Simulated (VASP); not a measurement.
Write the native input for VASP 6.6.1 that does the following.

```
Task                   : relaxation of shape and atoms at fixed volume
Functional             : PBE
Dispersion             : D4
Potentials or basis    : VASP PAW PBE potentials, release 64 (Zn, O)
Cutoff                 : 600 eV
k mesh                 : 8 × 8 × 6
Occupations            : gaussian, width 0.05 eV
Spin                   : no spin polarisation
Dipole correction      : no
Further INCAR settings : ALGO = Normal; EDIFF = 1e-06; IBRION = 2; EDIFFG = -0.01; NSW = 60; ISIF = 4
```

The structure of ZnO lies in POSCAR:

```
ZnO
1.0
    3.2079815419      0.0000000000      0.0000000000
   -1.6039907709      2.7781935102      0.0000000000
    0.0000000000      0.0000000000      5.1765136861
Zn O
2 2
Direct
    0.3333333333      0.6666666667      0.0015124609
    0.6666666667      0.3333333333      0.5015124609
    0.3333333333      0.6666666667      0.3805875391
    0.6666666667      0.3333333333      0.8805875391
```

This cell differs from its parent crystal: volume scaled by 0.96.

The input as run:

INCAR

```
ALGO = Normal
EDIFF = 1E-6
EDIFFG = -0.01
ENCUT = 600
GGA = PE
IBRION = 2
ISIF = 4
ISMEAR = 0
IVDW = 13
LASPH = True
LCHARG = False
LREAL = False
LWAVE = False
NELM = 60
NSW = 60
PREC = Accurate
SIGMA = 0.05
```

KPOINTS

```
k-points
0
Gamma
  8 8 6
```

Potentials or basis: VASP PAW PBE potentials, release 64 (Zn, O).

Launch:

```bash
$ cat potpaw_PBE.64/Zn/POTCAR potpaw_PBE.64/O/POTCAR > POTCAR
$ mpirun -np 1 vasp_std > vasp.out
```

Results of the run:

```json
{
 "Pressure after relaxing": "7.3 GPa",
 "Band gap on the k mesh": "0.83 eV, direct",
 "Dispersion energy per atom": "-0.247 eV"
}
```

Caveat: the relaxation stopped at its first step, so nothing moved.

It took 23 s on 1 thread of Intel(R) Xeon(R) 6975P-C (Granite Rapids), with other jobs on the host, peak memory 0.2 GiB.
